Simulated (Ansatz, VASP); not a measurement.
One calculation of BeTe, two programs

File POSCAR:

```
BeTe
1.0
    4.0308527370      0.0000000000      0.0000000000
   -2.0154263685      3.4908208692      0.0000000000
    0.0000000000      0.0000000000      8.1440451829
Be Te
2 2
Direct
    0.3333333333      0.6666666667      0.2500000000
    0.6666666667      0.3333333333      0.7500000000
    0.6666666667      0.3333333333      0.2500000000
    0.3333333333      0.6666666667      0.7500000000
```

Contents of INCAR.step1:

```
ALGO = Normal ; EDIFF = 1E-4
ENCUT = 520 ; GGA = PE
ISMEAR = 0 ; LASPH = T
LCHARG = F ; LREAL = F
LWAVE = T ; NBANDS = 16
NELM = 100 ; PREC = Accurate
SIGMA = 0.01
```

Contents of INCAR.step2:

```
ALGO = Normal ; EDIFF = 1E-6
ENCUT = 520 ; ISIF = 2
ISMEAR = 0 ; ISTART = 1
LASPH = T ; LCHARG = T
LELF = T ; LMIXTAU = T
LREAL = F ; LVHAR = T
LWAVE = F ; METAGGA = R2SCAN
NBANDS = 16 ; NELM = 100
PREC = Accurate ; SIGMA = 0.01
```

KPOINTS

```
k-points
0
Gamma
  6 6 2
```

Input for Ansatz:

```yaml
crystal:
  lattice:
    - [4.030852737, 0.0, 0.0]
    - [-2.0154263685, 3.4908208692, 0.0]
    - [0.0, 0.0, 8.1440451829]
  atoms:
    - { symbol: Be, position: [0.3333333333, 0.6666666667, 0.25] }
    - { symbol: Be, position: [0.6666666667, 0.3333333333, 0.75] }
    - { symbol: Te, position: [0.6666666667, 0.3333333333, 0.25] }
    - { symbol: Te, position: [0.3333333333, 0.6666666667, 0.75] }
kpoints:
  mp_grid: { grid: [6, 6, 2] }
hamiltonian:
  xc: r2scan
scf:
  occupations: { method: fixed }
output:
  optics:
    e_range: [0, 15]
    de: 0.05
    sigma: 0.1
    bands: { spectra_wanted_up_to: 15 }
```

Alike in both runs: task single point; functional r2SCAN; k mesh 6 × 6 × 2; no spin polarisation.

|  | VASP | Ansatz |
| --- | --- | --- |
| version | VASP 6.6.1 | Ansatz 0.2.0 |
| potentials or method | VASP PAW PBE potentials, release 64 (Be, Te) | plane waves, PAW |
| plane-wave cutoff (eV) | 520 | 500 |
| occupations | gaussian, width 0.01 eV | fixed |
| valence electrons in the cell | 16 | 36 |

|  | VASP | Ansatz | Ansatz less VASP |
| --- | --- | --- | --- |
| gap on the k mesh at the Fermi level (eV) | 3.23 | 3.24 | +0.012 |

VASP's potentials were made for PBE, not for r2SCAN. VASP's potentials hold 16 valence electrons a cell and Ansatz's 36, so a difference there can come from the potentials and not from the codes.

Spin-orbit coupling is off throughout.
